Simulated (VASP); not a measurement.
Runs of VASP 6.6.1 on Cu3Au13. The cell holds an amorphous packing of atoms, 16 atoms: a = 6.687 Å, b = 6.611 Å, c = 6.544 Å, α = 90.14°, β = 91.07°, γ = 88.52°. 

```tsv
smearing	gap on the mesh (eV)	pressure (GPa)	largest force (eV/Å)
fermi-dirac 0.1206 eV	0.21	4.4	2.88
fermi-dirac 0.05 eV	0.12	-2.2	1.09
fermi-dirac 0.1672 eV	0.18	4.4	(a)
fermi-dirac 0.0672 eV	(b)	1.5	1.99
```

Alike in all rows: task single point; level PBE; potentials or basis VASP PAW PBE potentials, release 64 (Au, Cu); no spin polarisation; cell as given; k mesh 1 × 1 × 1, shifted; cutoff (eV) 520.

Q: Estimate the missing entries.

A: (a) 3.50; (b) 0.20.

Caveats: all runs use coarse meshes; spin-orbit coupling is left out, which moves the levels of the heavy elements.

A k mesh can miss the band edges, and the runs leave out spin-orbit coupling on Au.
